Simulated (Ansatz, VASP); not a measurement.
**Ga in VASP and in Ansatz**

The input POSCAR:

```
Ga
1.0
   -1.6532302861      1.6532302861      1.6532302861
    1.6532302861     -1.6532302861      1.6532302861
    1.6532302861      1.6532302861     -1.6532302861
Ga
1
Direct
    0.0000000000      0.0000000000      0.0000000000
```

Contents of INCAR.step1:

```
PREC = Accurate
ENCUT = 520
ISMEAR = 0
SIGMA = 0.05
LREAL = False
LASPH = True
NELM = 100
NBANDS = 12
GGA = PE
ALGO = Normal
EDIFF = 1E-4
LWAVE = True
LCHARG = False
```

File INCAR.step2:

```
PREC = Accurate
ENCUT = 520
EDIFF = 1E-6
ISMEAR = 0
SIGMA = 0.05
LREAL = False
LASPH = True
NELM = 100
ALGO = Normal
ISIF = 2
LWAVE = False
LCHARG = False
METAGGA = R2SCAN
LMIXTAU = True
NBANDS = 12
ISTART = 1
```

The input KPOINTS:

```
regular mesh
0
Gamma
  18 18 18
```

Input for Ansatz:

```yaml
crystal:
  lattice:
    - [-1.6532302861, 1.6532302861, 1.6532302861]
    - [1.6532302861, -1.6532302861, 1.6532302861]
    - [1.6532302861, 1.6532302861, -1.6532302861]
  atoms:
    - { symbol: Ga, position: [0.0, 0.0, 0.0] }
basis:
  ecutwfc: 600
  ecutrho_ratio: 5
kpoints:
  mp_grid: { grid: [18, 18, 18] }
hamiltonian:
  xc: r2scan
scf:
  occupations: { method: gaussian, width: 0.05 }
output:
  forces: true
  stress: true
  eigenvalues: true
```

Alike in both runs: task single point; functional r2SCAN; k mesh 18 × 18 × 18; occupations gaussian, width 0.05 eV; no spin polarisation.

|  | VASP | Ansatz |
| --- | --- | --- |
| version | VASP 6.6.1 | Ansatz 0.2.0 |
| potentials or method | VASP PAW PBE potentials, release 64 (Ga_d), cutoff 520 eV | scalar-relativistic, plane waves, PAW |
| valence electrons in the cell | 13 | 13 |

VASP gave:

| Property | Result |
| --- | --- |
| gap on the k mesh at the Fermi level (eV) | none |
| pressure (GPa) | 0.3 |

Problem. Which values does Ansatz return?

Solution. gap on the k mesh at the Fermi level (eV): none; pressure (GPa): 0.1.

VASP's potentials were made for PBE, not for r2SCAN. A gap of «none» marks a metal or a gap that the smearing closes. With one functional, cell and mesh, what is left measures potentials, basis and numerics.
